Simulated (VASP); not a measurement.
Input of a VASP 6.6.1 run:

The input INCAR:

```
SYSTEM = CaO
  PREC = Accurate
  ENCUT = 520
  EDIFF = 1E-6
  ISMEAR = 0
  SIGMA = 0.05
  LREAL = .FALSE.
  LASPH = .TRUE.
  NELM = 60
  ALGO = Normal
  ISIF = 2
  LWAVE = .FALSE.
  LCHARG = .FALSE.
  GGA = B5
  ALDAX = 1.0
  AGGAX = 1.0
  AGGAC = 1.0
  ALDAC = 0.0
  NBANDS = 15
```

KPOINTS

```
regular mesh
0
G
  8 8 8
  0 0 0
```

Contents of POSCAR:

```
CaO
1.0
    0.0000000000      2.4489986189      2.4489986189
    2.4489986189      0.0000000000      2.4489986189
    2.4489986189      2.4489986189      0.0000000000
Ca O
1 1
Direct
    0.5000000000      0.5000000000      0.5000000000
    0.0000000000      0.0000000000      0.0000000000
```

Potentials or basis: VASP PAW PBE potentials, release 64 (Ca_sv, O).

Command:

```console
$ cat potpaw_PBE.64/Ca_sv/POTCAR potpaw_PBE.64/O/POTCAR > POTCAR
$ mpirun -np 1 vasp_std > vasp.out
```

Question: Estimate the pressure.

Answer: -1.2 GPa.

Question: Estimate the band gap on the k mesh.

Answer: 3.73 eV, indirect (least direct gap 4.11 eV).

Caveat: the PAW data sets were made with another functional, which shifts forces and pressure a little. A k mesh can miss the band edges.
